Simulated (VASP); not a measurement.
# NaF: single point with PBEsol

The system is NaF.

```
Na F
1.0
     2.28570    2.28570    0.00000
    -2.28570    2.28570    0.00000
     0.00000    2.28570    2.28570
Na F
1 1
Direct
  0.00000 0.00000 0.00000
  0.50000 0.50000 0.00000
```

```json
{
 "Program": "VASP 6.6.1",
 "Task": "single point",
 "Functional": "PBEsol",
 "Potentials or basis": "VASP PAW PBE potentials, release 64 (Na_pv, F)",
 "Cutoff": "520 eV",
 "k mesh": "8 × 8 × 8",
 "Occupations": "gaussian, width 0.01 eV",
 "Spin": "no spin polarisation",
 "Dipole correction": "no",
 "Further INCAR settings": "ALGO = Normal; EDIFF = 1e-06; NBANDS = 14"
}
```

```
Pressure               : 2.0 GPa
Band gap on the k mesh : 6.38 eV
```

Levels at points of the mesh, in eV from the valence-band top:
```tsv
k point	band 3	band 4	band 5	band 6	band 7	band 8	band 9	band 10	band 11	band 12
(0.00, 0.00, 0.00)	-18.65	-18.65	0.00	0.00	0.00	6.38	19.13	19.13	19.13	21.90
(0.50, 0.00, 0.00)	-18.66	-17.90	-1.71	-0.28	-0.28	10.85	12.68	20.42	20.42	23.29
(0.50, 0.50, 0.00)	-18.71	-18.71	-1.36	-0.43	-0.43	13.23	13.31	13.93	20.17	20.17
```

It took 9.6 s on 1 thread of Intel Xeon 8259CL, on a shared host, peak memory 0.13 GiB.

Caveat: the PAW data sets were made with another functional, which shifts forces and pressure a little. Expect the measured gap to be larger: semilocal functionals such as PBEsol lack the derivative discontinuity.
